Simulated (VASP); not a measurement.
# SbPt (P6_3/mmc) in VASP: further runs

SbPt is run at these levels: PBEsol; tasks: single point.

Everything below comes from runs of VASP 6.6.1. Logs are shortened: lines on timing, memory, paths and dates and some standing lists are left out, and cuts for length are marked.

**1. The cell of the first run**

It takes space group P6_3/mmc (No. 194, hexagonal). The conventional cell has a = 4.264 Å, b = 4.264 Å, c = 5.546 Å, α = 90.00°, β = 90.00°, γ = 120.00°. Within 3.7 Å of Sb (site symmetry -6m2) lie 6 Pt at 2.83 Å. Within 3.7 Å of Pt (site symmetry -3m) lie 2 Pt at 2.77 Å and 6 Sb at 2.83 Å.

**2. Single point, PBEsol (volume scaled by 1.06, then relaxed in part)**

Contents of INCAR:

```
ALGO = Normal
EDIFF = 1E-7
ENCUT = 520
GGA = PS
ISIF = 2
ISMEAR = 0
LASPH = True
LCHARG = False
LREAL = False
LWAVE = False
NBANDS = 23
NELM = 100
PREC = Accurate
SIGMA = 0.1
```

Contents of KPOINTS:

```
k-points
0
Gamma
  12 12 8
```

Contents of POSCAR:

```
SbPt
1.0
    4.2640847929      0.0000000000      0.0000000000
   -2.1320423965      3.6928057545      0.0000000000
    0.0000000000      0.0000000000      5.5457047359
Sb Pt
2 2
Direct
    0.3333333333      0.6666666667      0.2500000000
    0.6666666667      0.3333333333      0.7500000000
    0.0000000000      0.0000000000      0.0000000000
    0.0000000000      0.0000000000      0.5000000000
```

Potentials or basis: VASP PAW PBE potentials, release 64 (Sb, Pt).

Command:

```sh
cat potpaw_PBE.64/Sb/POTCAR potpaw_PBE.64/Pt/POTCAR > POTCAR
mpirun -np 1 vasp_std > vasp.out
```

OUTCAR:

```text
EDIFF = 1E-7
   ENCUT = 520
   GGA = PS
   ISIF = 2
   ISMEAR = 0
   LASPH = True
   LREAL = False
   NELM = 100
   PREC = Accurate

 ion  position               nearest neighbor table
   1  0.333  0.667  0.250-   3 2.83   4 2.83   3 2.83   4 2.83   3 2.83   4 2.83   2 3.71   2 3.71
                             2 3.71   2 3.71   2 3.71   2 3.71
   2  0.667  0.333  0.750-   3 2.83   4 2.83   3 2.83   4 2.83   3 2.83   4 2.83   1 3.71   1 3.71
                             1 3.71   1 3.71   1 3.71   1 3.71
   3  0.000  0.000  0.000-   4 2.77   4 2.77   1 2.83   2 2.83   1 2.83   2 2.83   2 2.83   1 2.83

   4  0.000  0.000  0.500-   3 2.77   3 2.77   1 2.83   2 2.83   1 2.83   2 2.83   2 2.83   1 2.83

  LATTYP: Found a hexagonal cell.
 ALAT       =     4.2640847929
 C/A-ratio  =     1.3005615519

  Lattice vectors:

 A1 = (   4.2640847929,   0.0000000000,   0.0000000000)
 A2 = (  -2.1320423965,   3.6928057545,   0.0000000000)
 A3 = (   0.0000000000,   0.0000000000,   5.5457047359)

Analysis of symmetry for initial positions (statically):
=====================================================================
 Subroutine PRICEL returns:
 Original cell was already a primitive cell.

 Routine SETGRP: Setting up the symmetry group for a
 hexagonal supercell.

 Subroutine GETGRP returns: Found 24 space group operations
 (whereof 12 operations were pure point group operations)
 out of a pool of 24 trial point group operations.

The static configuration has the point symmetry D_3d.
 The point group associated with its full space group is D_6h.

Analysis of symmetry for dynamics (positions and initial velocities):
=====================================================================
 Subroutine PRICEL returns:
 Original cell was already a primitive cell.

 Routine SETGRP: Setting up the symmetry group for a
 hexagonal supercell.

 Subroutine GETGRP returns: Found 24 space group operations
 (whereof 12 operations were pure point group operations)
 out of a pool of 24 trial point group operations.

The dynamic configuration has the point symmetry D_3d.
 The point group associated with its full space group is D_6h.

 Subroutine INISYM returns: Found 24 space group operations
 (whereof 12 operations are pure point group operations),
 and found     1 'primitive' translations

----------------------------------------------------------------------------------------

                                     Primitive cell

  volume of cell :      87.3251

  direct lattice vectors                    reciprocal lattice vectors
     4.264084793  0.000000000  0.000000000     0.234516912  0.135398403  0.000000000
    -2.132042397  3.692805755  0.000000000     0.000000000  0.270796805  0.000000000
     0.000000000  0.000000000  5.545704736     0.000000000  0.000000000  0.180319733

  length of vectors
     4.264084793  4.264084793  5.545704736     0.270796805  0.270796805  0.180319733

  position of ions in fractional coordinates (direct lattice)
     0.333333333  0.666666667  0.250000000
     0.666666667  0.333333333  0.750000000
     0.000000000  0.000000000  0.000000000
     0.000000000  0.000000000  0.500000000

  ion indices of the primitive-cell ions
   primitive index   ion index
                 1           1
                 2           2
                 3           3
                 4           4

----------------------------------------------------------------------------------------

 KPOINTS: k-points

Automatic generation of k-mesh.
 Grid dimensions read from file:
 generate k-points for:   12   12    8

 Generating k-lattice:

  Cartesian coordinates                     Fractional coordinates (reciprocal lattice)
     0.019543076  0.011283200  0.000000000     0.083333333  0.000000000  0.000000000
     0.000000000  0.022566400  0.000000000     0.000000000  0.083333333  0.000000000
     0.000000000  0.000000000  0.022539967     0.000000000  0.000000000  0.125000000

  Length of vectors
     0.022566400  0.022566400  0.022539967

  Shift w.r.t. Gamma in fractional coordinates (k-lattice)
[... 55 lines left out ...]
     22      14.8712      0.00000
     23      15.4193      0.00000

 k-point     5 :       0.3333    0.0000    0.0000
  band No.  band energies     occupation
      1      -2.2880      2.00000
      2      -0.6282      2.00000
      3       2.5464      2.00000
      4       3.4775      2.00000
      5       3.7763      2.00000
      6       3.9018      2.00000
[... 15 lines left out ...]
     22      14.3134      0.00000
     23      16.0487      0.00000

 k-point     6 :       0.4167    0.0000    0.0000
  band No.  band energies     occupation
      1      -1.7592      2.00000
      2      -0.8980      2.00000
      3       1.9923      2.00000
      4       3.4703      2.00000
      5       3.7967      2.00000
      6       4.1368      2.00000
[... 15 lines left out ...]
     22      13.9479      0.00000
     23      17.2719      0.00000

 k-point     7 :       0.5000   -0.0000    0.0000
  band No.  band energies     occupation
      1      -1.3279      2.00000
      2      -1.2060      2.00000
      3       1.7487      2.00000
      4       3.4640      2.00000
      5       3.7693      2.00000
      6       4.2187      2.00000
[... 353 lines left out ...]
     22      14.1510      0.00000
     23      16.1340      0.00000

 k-point    21 :       0.0833    0.0000    0.1250
  band No.  band energies     occupation
      1      -3.2836      2.00000
      2      -0.2666      2.00000
      3       2.8292      2.00000
      4       3.4258      2.00000
      5       3.4780      2.00000
      6       3.6211      2.00000
[... 15 lines left out ...]
     22      14.4889      0.00000
     23      14.9825      0.00000

 k-point    22 :       0.1667    0.0000    0.1250
  band No.  band energies     occupation
      1      -3.0577      2.00000
      2      -0.3625      2.00000
      3       2.8912      2.00000
      4       3.3945      2.00000
      5       3.4747      2.00000
      6       4.0821      2.00000
[... 15 lines left out ...]
     22      15.2268      0.00000
     23      15.2495      0.00000

 k-point    23 :       0.2500   -0.0000    0.1250
  band No.  band energies     occupation
      1      -2.6960      2.00000
      2      -0.5078      2.00000
      3       3.0992      2.00000
      4       3.1855      2.00000
      5       3.5204      2.00000
      6       4.1798      2.00000
[... 15 lines left out ...]
     22      15.1076      0.00000
     23      15.9523      0.00000

 k-point    24 :       0.3333    0.0000    0.1250
  band No.  band energies     occupation
      1      -2.2281      2.00000
      2      -0.6866      2.00000
      3       2.6132      2.00000
      4       3.5299      2.00000
      5       3.5360      2.00000
      6       3.9642      2.00000
[... 15 lines left out ...]
     22      15.1011      0.00000
     23      16.1089      0.00000

 [... further k-points ...]

------------------------ aborting loop because EDIFF is reached ----------------------------------------

  FORCE on cell =-STRESS in cart. coord.  units (eV):
  Direction    XX          YY          ZZ          XY          YZ          ZX
  --------------------------------------------------------------------------------------
  -------------------------------------------------------------------------------------
  Total       -3.9683640     -3.9683640     -3.9776358      0.0000000     -0.0000000     -0.0000000
  in kB      -72.8086603    -72.8086603    -72.9787732      0.0000000     -0.0000000     -0.0000000
  external PRESSURE =     -72.8653646 kB  Pullay stress =       0.0000000 kB

 VOLUME and BASIS-vectors are now :
 -----------------------------------------------------------------------------
  energy-cutoff  :      520.00
  volume of cell :       87.33
      direct lattice vectors                 reciprocal lattice vectors
     4.264084793  0.000000000  0.000000000     0.234516912  0.135398403  0.000000000
    -2.132042397  3.692805755  0.000000000     0.000000000  0.270796805  0.000000000
     0.000000000  0.000000000  5.545704736     0.000000000  0.000000000  0.180319733

 POSITION                                       TOTAL-FORCE (eV/Angst)
 -----------------------------------------------------------------------------------
     -0.00000      2.46187      1.38643        -0.000000     -0.000000      0.000000
      2.13204      1.23094      4.15928         0.000000      0.000000      0.000000
      0.00000      0.00000      0.00000        -0.000000     -0.000000      0.000000
      0.00000      0.00000      2.77285        -0.000000     -0.000000      0.000000
 -----------------------------------------------------------------------------------
    total drift:                               -0.000000      0.000000      0.000000

  FREE ENERGIE OF THE ION-ELECTRON SYSTEM (eV)
  ---------------------------------------------------
  free  energy   TOTEN  =       -24.6272404907 eV

  energy  without entropy=      -24.6164247332  energy(sigma->0) =      -24.62183261
```

It took 56 s on 1 thread of Intel Xeon 6975P-C (Granite Rapids), shared host; peak memory 0.31 GiB.

What came out:

| Quantity | Value |
| --- | --- |
| Free energy | -24.6272 eV |
| Pressure | -7.3 GPa |
| Band gap on the k mesh | zero (band 15 reaches 11.01 eV, above the bottom of band 16 at 7.25 eV) |

Caveat: the PAW data sets were made with another functional, which shifts forces and pressure a little; spin-orbit coupling is left out, which moves the levels of the heavy elements.

**3. Single point, PBEsol (volume scaled by 1.10, then relaxed in part)**

Contents of INCAR:

```
SYSTEM = SbPt
PREC     = Accurate       ! precision mode
ENCUT    = 520            ! plane-wave cutoff, eV
EDIFF    = 1E-6           ! SCF threshold, eV
ISMEAR   = 0              ! smearing method
SIGMA    = 0.1            ! smearing width, eV
LREAL    = .False.        ! projectors in reciprocal space
LASPH    = .True.         ! aspherical terms in the spheres
NELM     = 60             ! most SCF steps
ALGO     = Normal         ! electronic algorithm
ISIF     = 2              ! what is computed and relaxed
LWAVE    = .False.        ! write WAVECAR
LCHARG   = .True.         ! write CHGCAR
GGA      = PS             ! functional
LELF     = .True.         ! ELF
LVHAR    = .True.       
NBANDS   = 23             ! bands
```

Contents of KPOINTS:

```
regular mesh
0
Gamma
  12 12 8
  0 0 0
```

Contents of POSCAR:

```
SbPt
1.0
    4.3248059202      0.0000000000      0.0000000000
   -2.1624029601      3.7453917933      0.0000000000
    0.0000000000      0.0000000000      5.5945090634
Sb Pt
2 2
Direct
    0.3333333333      0.6666666667      0.2500000000
    0.6666666667      0.3333333333      0.7500000000
    0.0000000000      0.0000000000      0.0000000000
    0.0000000000      0.0000000000      0.5000000000
```

Potentials or basis: VASP PAW PBE potentials, release 64 (Sb, Pt).

Command:

```sh
cat potpaw_PBE.64/Sb/POTCAR potpaw_PBE.64/Pt/POTCAR > POTCAR
mpirun -np 1 vasp_std > vasp.out
```

It took 58 s on 1 thread of Intel Xeon 6975P-C (Granite Rapids), shared host; peak memory 0.32 GiB.

It converged, with:

```yaml
Free_energy: -24.4416 eV
Pressure: -10.7 GPa
Band_gap_on_the_k_mesh: zero (band 15 reaches 10.36 eV, above the bottom of band 16 at 6.79 eV)
```

Levels at points of the mesh, in eV from the Fermi level:
```csv
k point,band 11,band 12,band 13,band 14,band 15,band 16,band 17,band 18,band 19,band 20
"(0.00, 0.00, 0.00)",-1.70,-1.70,-0.03,-0.03,0.82,2.23,2.41,2.64,3.13,3.13
"(0.50, 0.00, 0.00)",-2.59,-2.55,-2.29,-1.82,-1.69,-0.88,1.86,3.90,4.04,4.25
"(0.00, 0.00, 0.50)",-3.04,-3.04,-1.25,-1.25,2.12,2.12,2.12,2.12,4.72,4.72
"(0.50, 0.00, 0.50)",-2.70,-2.70,-2.59,-2.59,0.44,0.44,1.39,1.39,3.84,3.84
```

Caveat: the PAW data sets were made with another functional, which shifts forces and pressure a little; spin-orbit coupling is left out, which moves the levels of the heavy elements.

**4. Single point, PBEsol (uniaxial strain along c: -4.5 %)**

Contents of INCAR:

```
SYSTEM = SbPt
PREC = Accurate
ENCUT = 520
EDIFF = 1E-6
ISMEAR = 0
SIGMA = 0.1
LREAL = .False.
LASPH = .True.
NELM = 80
ALGO = Normal
ISIF = 2
LWAVE = .False.
LCHARG = .False.
GGA = PS
NBANDS = 23
```

Contents of KPOINTS:

```
Automatic mesh
0
Gamma
  12 12 10
  0 0 0
```

Contents of POSCAR:

```
SbPt
1.0
    4.2177051981      0.0000000000      0.0000000000
   -2.1088525991      3.6526398473      0.0000000000
    0.0000000000      0.0000000000      5.2224049137
Sb Pt
2 2
Direct
    0.3333333360      0.6666666640      0.2500000000
    0.6666666640      0.3333333360      0.7500000000
    0.0000000000      0.0000000000      0.0000000000
    0.0000000000      0.0000000000      0.5000000000
```

Command:

```sh
cat potpaw_PBE.64/Sb/POTCAR potpaw_PBE.64/Pt/POTCAR > POTCAR
mpirun -np 1 vasp_std > vasp.out
```

Run time: 57 s. Hardware: 1 thread of Intel Xeon 6975P-C (Granite Rapids), shared host; peak memory 0.33 GiB.

It converged, with:

```yaml
Free_energy: -24.6175 eV
Pressure: 4.6 GPa
Band_gap_on_the_k_mesh: zero (band 15 reaches 12.41 eV, above the bottom of band 16 at 8.31 eV)
```

Stress tensor (GPa, compression positive):
```
 0.84  0.00  0.00
 0.00  0.84  0.00
 0.00  0.00 12.26
```

Levels at points of the mesh, in eV from the Fermi level:
```tsv
k point	band 12	band 13	band 14	band 15	band 16	band 17	band 18	band 19
(0.00, 0.00, 0.00)	-1.77	-0.33	-0.33	1.43	2.00	2.51	3.32	3.32
(0.50, 0.00, 0.00)	-3.03	-2.70	-1.89	-1.76	-0.82	2.47	4.03	4.41
(0.00, 0.00, 0.50)	-3.73	-1.14	-1.14	2.28	2.28	2.28	2.28	5.19
(0.50, 0.00, 0.50)	-3.31	-3.09	-3.09	0.26	0.26	1.58	1.58	4.47
```

Caveat: the cell differs from its parent crystal (uniaxial strain along c: -4.5 %); the PAW data sets were made with another functional, which shifts forces and pressure a little; spin-orbit coupling is left out, which moves the levels of the heavy elements.

**5. Single point, PBEsol (uniaxial strain along c: -3.0 %)**

Contents of INCAR:

```
PREC = Accurate
ENCUT = 520
EDIFF = 1E-7
ISMEAR = 0
SIGMA = 0.1
LREAL = F
LASPH = T
NELM = 100
ALGO = Normal
ISIF = 2
LWAVE = F
LCHARG = F
GGA = PS
NBANDS = 23
```

Contents of KPOINTS:

```
Automatic mesh
0
Gamma
  12 12 10
```

Contents of POSCAR:

```
SbPt
1.0
    4.2020647586      0.0000000000      0.0000000000
   -2.1010323793      3.6390948293      0.0000000000
    0.0000000000      0.0000000000      5.3044322160
Sb Pt
2 2
Direct
    0.3333333339      0.6666666661      0.2500000000
    0.6666666661      0.3333333339      0.7500000000
    0.0000000000      0.0000000000      0.0000000000
    0.0000000000      0.0000000000      0.5000000000
```

Command:

```sh
cat potpaw_PBE.64/Sb/POTCAR potpaw_PBE.64/Pt/POTCAR > POTCAR
mpirun -np 1 vasp_std > vasp.out
```

Wall time 63 s (1 thread of Intel Xeon 6975P-C (Granite Rapids), shared host); peak memory 0.33 GiB.

It converged, with:

* Free energy: -24.6921 eV
* Pressure: 2.8 GPa
* Band gap on the k mesh: zero (band 15 reaches 12.29 eV, above the bottom of band 16 at 8.21 eV)

Stress tensor (GPa, compression positive):
```
0.46 0.00 0.00
0.00 0.46 0.00
0.00 0.00 7.42
```

Levels at points of the mesh, in eV from the Fermi level:
```
           k point  band 12  band 13  band 14  band 15  band 16  band 17  band 18  band 19
(0.00, 0.00, 0.00)    -1.88    -0.26    -0.26     1.22     2.10     2.46     3.39     3.39
(0.50, 0.00, 0.00)    -3.07    -2.70    -2.01    -1.87    -0.78     2.31     4.08     4.38
(0.00, 0.00, 0.50)    -3.68    -1.16    -1.16     2.29     2.29     2.29     2.29     5.23
(0.50, 0.00, 0.50)    -3.27    -3.07    -3.07     0.29     0.29     1.61     1.61     4.30
```

Caveat: the cell differs from its parent crystal (uniaxial strain along c: -3.0 %); the PAW data sets were made with another functional, which shifts forces and pressure a little; spin-orbit coupling is left out, which moves the levels of the heavy elements.

**6. Single point, PBEsol (uniaxial strain along c: -4.5 %, then relaxed in part)**

Contents of INCAR:

```
PREC = Accurate
ENCUT = 520
EDIFF = 1E-6
ISMEAR = 0
SIGMA = 0.1
LREAL = False
LASPH = True
NELM = 100
ALGO = Normal
ISIF = 2
LWAVE = False
LCHARG = False
GGA = PS
NBANDS = 23
```

Contents of KPOINTS:

```
regular mesh
0
Gamma
  12 12 10
```

Contents of POSCAR:

```
SbPt
1.0
    4.2314095783      0.0000000000      0.0000000000
   -2.1157047892      3.6645081886      0.0000000000
    0.0000000000      0.0000000000      5.2224049137
Sb Pt
2 2
Direct
    0.3333333340      0.6666666660      0.2500000000
    0.6666666660      0.3333333340      0.7500000000
    0.0000000000      0.0000000000      0.0000000000
    0.0000000000      0.0000000000      0.5000000000
```

Potentials or basis: VASP PAW PBE potentials, release 64 (Sb, Pt).

Command:

```sh
cat potpaw_PBE.64/Sb/POTCAR potpaw_PBE.64/Pt/POTCAR > POTCAR
mpirun -np 1 vasp_std > vasp.out
```

Wall time 3.9 min (1 thread of Oxide Virtual Turin-like, shared host); peak memory 0.3 GiB.

The run converged. Its results:

* Free energy: -24.6187 eV
* Pressure: 3.7 GPa
* Band gap on the k mesh: zero (band 15 reaches 12.29 eV, above the bottom of band 16 at 8.22 eV)

Stress tensor (GPa, compression positive):
```
-0.22  0.00  0.00
 0.00 -0.22  0.00
 0.00  0.00 11.54
```

Levels at points of the mesh, in eV from the Fermi level:
```csv
k point,band 11,band 12,band 13,band 14,band 15,band 16,band 17,band 18,band 19,band 20
"(0.00, 0.00, 0.00)",-1.72,-1.72,-0.33,-0.33,1.45,2.00,2.50,3.27,3.28,3.28
"(0.50, 0.00, 0.00)",-3.04,-2.98,-2.67,-1.84,-1.71,-0.85,2.47,4.01,4.38,4.48
"(0.00, 0.00, 0.50)",-3.69,-3.69,-1.15,-1.15,2.27,2.27,2.27,2.27,5.13,5.13
"(0.50, 0.00, 0.50)",-3.28,-3.28,-3.05,-3.05,0.26,0.26,1.55,1.55,4.47,4.47
```

Caveat: the cell differs from its parent crystal (uniaxial strain along c: -4.5 %, then relaxed in part); the PAW data sets were made with another functional, which shifts forces and pressure a little; spin-orbit coupling is left out, which moves the levels of the heavy elements.

**7. Summary**

| cell | k mesh | gap on the mesh (eV) | pressure (GPa) |
| --- | --- | --- | --- |
| a = 4.264, b = 4.264, c = 5.546 Å, angles 90.0, 90.0, 120.0°, 4 atoms | 12 × 12 × 8 | none | -7.3 |
| a = 4.325, b = 4.325, c = 5.595 Å, angles 90.0, 90.0, 120.0°, 4 atoms | 12 × 12 × 8 | none | -10.7 |
| a = 4.218, b = 4.218, c = 5.222 Å, angles 90.0, 90.0, 120.0°, 4 atoms | 12 × 12 × 10 | none | 4.6 |
| a = 4.202, b = 4.202, c = 5.304 Å, angles 90.0, 90.0, 120.0°, 4 atoms | 12 × 12 × 10 | none | 2.8 |
| a = 4.231, b = 4.231, c = 5.222 Å, angles 90.0, 90.0, 120.0°, 4 atoms | 12 × 12 × 10 | none | 3.7 |

Alike in all rows: task single point; level PBEsol; potentials or basis VASP PAW PBE potentials, release 64 (Sb, Pt); no spin polarisation; cutoff (eV) 520; smearing gaussian 0.1 eV.

Caveats: the PAW data sets were made with another functional, which shifts forces and pressure a little; spin-orbit coupling is left out, which moves the levels of the heavy elements.

Total energies depend on the potentials used, so only differences within one code and one set of settings carry meaning.
